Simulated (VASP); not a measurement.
**Sb: single point with r2SCAN**

The system is Sb.

```
Sb
1.0
     2.17060    1.25320    3.87109
    -2.17060    1.25320    3.87109
     0.00000   -2.50640    3.87109
Sb
2
Direct
  0.23130 0.23130 0.23130
  0.76870 0.76870 0.76870
```

```json
{
 "Program": "VASP 6.6.1",
 "Task": "single point",
 "Functional": "r2SCAN",
 "Potentials or basis": "VASP PAW PBE potentials, release 64 (Sb)",
 "Cutoff": "520 eV",
 "k mesh": "9 × 9 × 9",
 "Occupations": "methfessel-paxton, width 0.2 eV",
 "Spin": "no spin polarisation",
 "Dipole correction": "no",
 "Further INCAR settings": "ALGO = Normal; EDIFF = 1e-06; NBANDS = 12"
}
```

```json
{
  "Pressure": "0.1 GPa",
  "Largest force": "0.046 eV/Å",
  "Band gap on the k mesh": "0.13 eV, indirect (least direct gap 0.58 eV)"
}
```

Forces in eV/Å, atoms in the order of the input:
```
Sb   0.000  0.000  0.046
Sb   0.000  0.000 -0.046
```

Stress tensor (GPa, compression positive):
```
0.17 0.00 0.00
0.00 0.17 0.00
0.00 0.00 0.05
```

Levels at points of the mesh, in eV from the valence-band top:
| k point | band 1 | band 2 | band 3 | band 4 | band 5 | band 6 | band 7 | band 8 | band 9 | band 10 |
| --- | --- | --- | --- | --- | --- | --- | --- | --- | --- | --- |
| (0.00, 0.00, 0.00) | -13.02 | -5.02 | -2.19 | -1.88 | -1.88 | 1.94 | 2.68 | 2.68 | 5.63 | 5.63 |

It took 90 s on 1 thread of Intel(R) Xeon(R) 6975P-C (Granite Rapids), on a shared host, peak memory 0.24 GiB.

Caveat: the PAW data sets were made with another functional, which shifts forces and pressure a little; spin-orbit coupling is left out, which moves the levels of the heavy elements. A k mesh can miss the band edges.
